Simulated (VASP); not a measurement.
Input of a VASP 6.6.1 run:

File INCAR:

```
PREC = Accurate ; ENCUT = 520
EDIFF = 1E-6 ; ISMEAR = -1
SIGMA = 0.1 ; LREAL = F
LASPH = T ; NELM = 60
ALGO = Normal ; ISIF = 2
LWAVE = F ; LCHARG = F
NBANDS = 36
```

The input KPOINTS:

```
regular mesh
0
Gamma
  7 7 4
```

POSCAR

```
Ge
1.0
    3.8817238629      0.0000000000      0.0000000000
   -1.9408619315      3.3616714758      0.0000000000
    0.0000000000      0.0000000000      6.3978793887
Ge
4
Direct
    0.6666666667      0.3333333333      0.0629808444
    0.3333333333      0.6666666667      0.5629808444
    0.3333333333      0.6666666667      0.9370191556
    0.6666666667      0.3333333333      0.4370191556
```

Potentials or basis: VASP PAW LDA potentials, release 64 (Ge_d).

The run is started by

```sh
$ cat potpaw_LDA.64/Ge_d/POTCAR > POTCAR
$ mpirun -np 1 vasp_std > vasp.out
```

**Question.** Estimate the band gap on the k mesh.

**Answer.** Zero (filled and empty bands touch).

**Question.** Predict the pressure.

**Answer.** 5.1 GPa.
